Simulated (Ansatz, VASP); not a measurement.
**Two plane-wave programs on RuF2**

File INCAR:

```
SYSTEM = RuF2
PREC = Accurate ; ENCUT = 600
EDIFF = 1E-7 ; ISMEAR = 0
SIGMA = 0.05 ; LREAL = .FALSE.
LASPH = .TRUE. ; NELM = 80
ALGO = Normal ; ISIF = 3
LWAVE = .FALSE. ; LCHARG = .FALSE.
GGA = PS ; IBRION = 2
NSW = 80 ; EDIFFG = -0.01
```

The input KPOINTS:

```
regular mesh
0
G
  12 12 8
  0 0 0
```

Contents of POSCAR:

```
RuF2
1.0
    2.8465612488      0.0000000000      0.0000000000
   -1.4232806244      2.4651943549      0.0000000000
    0.0000000000      0.0000000000      4.5920940900
Ru F
1 2
Direct
    0.0000000000      0.0000000000      0.0000000000
    0.3333333333      0.6666666667      0.2520000000
    0.6666666667      0.3333333333      0.7480000000
```

Input for Ansatz:

```yaml
crystal:
  lattice:
    - [2.8465612488, 0.0, 0.0]
    - [-1.4232806244, 2.4651943549, 0.0]
    - [0.0, 0.0, 4.59209409]
  atoms:
    - { symbol: Ru, position: [0.0, 0.0, 0.0] }
    - { symbol: F, position: [0.3333333333, 0.6666666667, 0.252] }
    - { symbol: F, position: [0.6666666667, 0.3333333333, 0.748] }
basis:
  ecutwfc: 420
  ecutrho_ratio: 4
kpoints:
  mp_grid: { grid: [12, 12, 8] }
hamiltonian:
  xc: pbesol
scf:
  occupations: { method: gaussian, width: 0.05 }
output:
  forces: true
  stress: true
  eigenvalues: true
relax:
  f_tol: 0.01
  max_steps: 60
  cell: { stress_tol: 0.04 }
```

Alike in both runs: task relaxation of cell and atoms; functional PBEsol; k mesh 12 × 12 × 8; occupations gaussian, width 0.05 eV; no spin polarisation.

```csv
,VASP,Ansatz
version,VASP 6.6.1,Ansatz 0.2.0
potentials or method,"VASP PAW PBE potentials, release 64 (Ru_pv, F), cutoff 600 eV","scalar-relativistic, plane waves, PAW"
valence electrons in the cell,28,30
```

|  | VASP | Ansatz | Ansatz less VASP |
| --- | --- | --- | --- |
| gap on the k mesh at the Fermi level, each at its own relaxed structure (eV) | 0.51 | 0.53 | +0.022 |
| relaxed volume (Å³/atom) | 12.58 | 12.88 | +0.302 |
| relaxed length of the cell vector where the two differ most in proportion (Å) | 4.210 | 4.306 | +0.0958 |

VASP's potentials were made for PBE, not for PBEsol. VASP's potentials hold 28 valence electrons a cell and Ansatz's 30, so a difference there can come from the potentials and not from the codes.

Noted on VASP's run: the volume moved by over 15 % at a fixed basis, so the end points are rough.
